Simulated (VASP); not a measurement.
# Te2Mo in VASP: notebook, part 2 of 2

VASP 6.6.1.

**3. Single point, PBE+D3(BJ) (layers slid over each other)**

INCAR reads:

```
  PREC = Accurate
  ENCUT = 520
  EDIFF = 1E-6
  ISMEAR = 0
  SIGMA = 0.05
  LREAL = False
  LASPH = True
  NELM = 60
  ALGO = Normal
  ISIF = 2
  LWAVE = False
  LCHARG = False
  LDIPOL = True
  IDIPOL = 3
  DIPOL = 0.5 0.5 0.410
  GGA = PE
  IVDW = 12
  NBANDS = 35
```

KPOINTS reads:

```
regular mesh
0
Gamma
  9 9 1
```

POSCAR reads:

```
Te2Mo
1.0
    3.5038817216      0.0000000000      0.0000000000
   -1.7519408608      3.0344505828      0.0000000000
    0.0000000000      0.0000000000     24.7677194079
Te Mo
4 2
Direct
    0.3333333333      0.6666666667      0.1816881048
    0.3333333333      0.6666666667      0.3284056788
    0.3333333333      0.8333333333      0.4911174704
    0.3333333333      0.8333333333      0.6378350444
    0.6666666667      0.3333333333      0.2550468918
    0.0000000000      1.1666666667      0.5644762574
```

Potentials or basis: VASP PAW PBE potentials, release 64 (Te, Mo_sv).

Started as:

```console
> cat potpaw_PBE.64/Te/POTCAR potpaw_PBE.64/Mo_sv/POTCAR > POTCAR
> mpirun -np 1 vasp_std > vasp.out
```

OUTCAR:

```text
PREC = Accurate
   ENCUT = 520
   EDIFF = 1E-6
   ISMEAR = 0
   LREAL = False
   LASPH = True
   NELM = 60
   ISIF = 2
   GGA = PE
   IVDW = 12
 IVDW          = 12

 ion  position               nearest neighbor table
   1  0.333  0.667  0.182-   5 2.72   5 2.72   5 2.72   2 3.63
   2  0.333  0.667  0.328-   5 2.72   5 2.72   5 2.72   1 3.63
   3  0.333  0.833  0.491-   6 2.72   6 2.72   6 2.72   4 3.63
   4  0.333  0.833  0.638-   6 2.72   6 2.72   6 2.72   3 3.63
   5  0.667  0.333  0.255-   1 2.72   2 2.72   1 2.72   2 2.72   1 2.72   2 2.72
   6  0.000  0.167  0.564-   4 2.72   3 2.72   4 2.72   4 2.72   3 2.72   3 2.72

  LATTYP: Found a hexagonal cell.
 ALAT       =     3.5038817216
 C/A-ratio  =     7.0686516771

  Lattice vectors:

 A1 = (   3.5038817216,   0.0000000000,   0.0000000000)
 A2 = (  -1.7519408608,   3.0344505828,   0.0000000000)
 A3 = (   0.0000000000,   0.0000000000,  24.7677194079)

Analysis of symmetry for initial positions (statically):
=====================================================================
 Subroutine PRICEL returns:
 Original cell was already a primitive cell.

 Routine SETGRP: Setting up the symmetry group for a
 hexagonal supercell.

 Subroutine GETGRP returns: Found  2 space group operations
 (whereof  1 operations were pure point group operations)
 out of a pool of 24 trial point group operations.

The static configuration has the point symmetry C_1 .
 The point group associated with its full space group is S_2 .

Analysis of symmetry for dynamics (positions and initial velocities):
=====================================================================
 Subroutine PRICEL returns:
 Original cell was already a primitive cell.

 Routine SETGRP: Setting up the symmetry group for a
 hexagonal supercell.

 Subroutine GETGRP returns: Found  2 space group operations
 (whereof  1 operations were pure point group operations)
 out of a pool of 24 trial point group operations.

The dynamic configuration has the point symmetry C_1 .
 The point group associated with its full space group is S_2 .
[... 137 lines left out ...]
   LRPA    =     F    only Hartree local field effects (RPA)
 non-spin polarized calculation
 Gauss-broadening in eV      SIGMA  =   0.05
  energy-cutoff  :      520.00
  volume of cell :      263.34
 maximum number of plane-waves:      7173
 NGX is ok and might be reduce to    28
   NGX = 13   NGY = 13   NGZ = 93

 dipolmoment           0.000000      0.000000      0.000137 electrons x Angstroem

 number of electron      51.9999998 magnetization

 dipolmoment           0.000000      0.000000     -0.000001 electrons x Angstroem

 Free energy of the ion-electron system (eV)
  ---------------------------------------------------
  ext. energy  EPLUGINS =         0.00000000
  ---------------------------------------------------
  free energy    TOTEN  =       -35.99111522 eV

  energy without entropy =      -35.99111522  energy(sigma->0) =      -35.99111522

 E-fermi :   2.7910     XC(G=0):  -6.4618

 val. band max:        2.4771515230   @ k =   0.3333   0.3333   0.0000
 cond. band min:       3.6444546101   @ k =  -0.4444   0.2222   0.0000
 fundamental gap:      1.1673030871
 Fermi energy:         2.7909771000

 k-point     1 :       0.0000    0.0000    0.0000
  band No.  band energies     occupation
      1     -58.1815      2.00000
      2     -58.1815      2.00000
      3     -32.3590      2.00000
      4     -32.3590      2.00000
      5     -32.2141      2.00000
      6     -32.2141      2.00000
[... 901 lines left out ...]
     34       6.0566      0.00000
     35       7.3119      0.00000

 [... further k-points ...]

------------------------ aborting loop because EDIFF is reached ----------------------------------------

 vacuum level on the upper side and lower side of the slab       (xc-potential included)        -0.154        -0.154

 Edisp (eV)   -2.68350

 E8    (eV) :    -1.2700

  FORCE on cell =-STRESS in cart. coord.  units (eV):
  Direction    XX          YY          ZZ          XY          YZ          ZX
  --------------------------------------------------------------------------------------
  -------------------------------------------------------------------------------------
  Total      -0.19554    -0.21977    -0.26677    -0.01691     0.13789    -0.06207
  in kB      -1.18971    -1.33710    -1.62305    -0.10288     0.83894    -0.37764
  external pressure =       -1.38 kB  Pullay stress =        0.00 kB

 VOLUME and BASIS-vectors are now :
 -----------------------------------------------------------------------------
  energy-cutoff  :      520.00
  volume of cell :      263.34
      direct lattice vectors                 reciprocal lattice vectors
     3.503881722  0.000000000  0.000000000     0.285397762  0.164774474  0.000000000
    -1.751940861  3.034450583  0.000000000     0.000000000  0.329548949  0.000000000
     0.000000000  0.000000000 24.767719408     0.000000000  0.000000000  0.040375134

 POSITION                                       TOTAL-FORCE (eV/Angst)
 -----------------------------------------------------------------------------------
     -0.00000      2.02297      4.50000         0.000159      0.000499     -0.002495
     -0.00000      2.02297      8.13386         0.008468     -0.018243      0.055026
     -0.29199      2.52871     12.16386        -0.008468      0.018243     -0.055026
     -0.29199      2.52871     15.79772        -0.000159     -0.000499      0.002495
      1.75194      1.01148      6.31693         0.003650     -0.009664      0.001815
     -0.29199      0.50574     13.98079        -0.003650      0.009664     -0.001815
 -----------------------------------------------------------------------------------
    total drift:                               -0.000009      0.000013     -0.000033

  FREE ENERGIE OF THE ION-ELECTRON SYSTEM (eV)
  ---------------------------------------------------
  free  energy   TOTEN  =       -38.6746139473 eV

  energy  without entropy=      -38.6746139473  energy(sigma->0) =      -38.67461395

 vacuum level on the upper side and lower side of the slab         7.195         7.197
```

Wall time 5.2 min (1 thread of Intel Xeon 6975P-C (Granite Rapids), shared host); peak memory 0.57 GiB.

What came out:

```yaml
Free_energy: -38.6746 eV
Largest_force: 0.059 eV/Å
Band_gap_on_the_k_mesh: 1.17 eV (least direct gap 1.18 eV)
Dispersion_energy_per_atom: -0.447 eV
```

Forces in eV/Å, atoms in the order of the input:
```
Te   0.000  0.000 -0.002
Te   0.008 -0.018  0.055
Te  -0.008  0.018 -0.055
Te   0.000  0.000  0.002
Mo   0.004 -0.010  0.002
Mo  -0.004  0.010 -0.002
```

Caveat: the cell differs from its parent crystal (layers slid over each other); spin-orbit coupling is left out, which moves the levels of the heavy elements.
